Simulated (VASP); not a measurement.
Input of a VASP 6.6.1 run:

The input INCAR:

```
SYSTEM = Sb
  PREC = Accurate
  ENCUT = 520
  EDIFF = 1E-8
  ISMEAR = -1
  SIGMA = 0.05
  LREAL = .False.
  LASPH = .True.
  NELM = 80
  ALGO = Normal
  ISIF = 2
  LWAVE = .False.
  LCHARG = .False.
  GGA = PE
  LEFG = .True.
  NBANDS = 12
```

Contents of KPOINTS:

```
Automatic mesh
0
Gamma
  9 9 9
  0 0 0
```

POSCAR

```
Sb
1.0
    2.2004568288      1.3005956839      3.7779225001
   -2.1007438352      1.2575836773      3.7349104935
    0.0126070064     -2.4458593611      3.7191670064
Sb
2
Direct
    0.2336400000      0.2336400000      0.2336400000
    0.7663600000      0.7663600000      0.7663600000
```

Potentials or basis: VASP PAW PBE potentials, release 64 (Sb).

Command:

```console
$ cat potpaw_PBE.64/Sb/POTCAR > POTCAR
$ mpirun -np 1 vasp_std > vasp.out
```

Task: What does it give for the pressure?

Result: 3.2 GPa.

Task: Predict the band gap on the k mesh.

Result: Zero (band 5 reaches 7.38 eV, above the bottom of band 6 at 7.26 eV).

Forces in eV/Å, atoms in the order of the input:
```
Sb  -0.050 -0.099  0.247
Sb   0.050  0.099 -0.247
```

Caveat: the cell differs from its parent crystal (equal xy, yz and zx shear strains of +2 %); without QUAD_EFG the Cq values of the log hold for a quadrupole moment of 1 mb, not for the nuclei; spin-orbit coupling is left out, which moves the levels of the heavy elements.
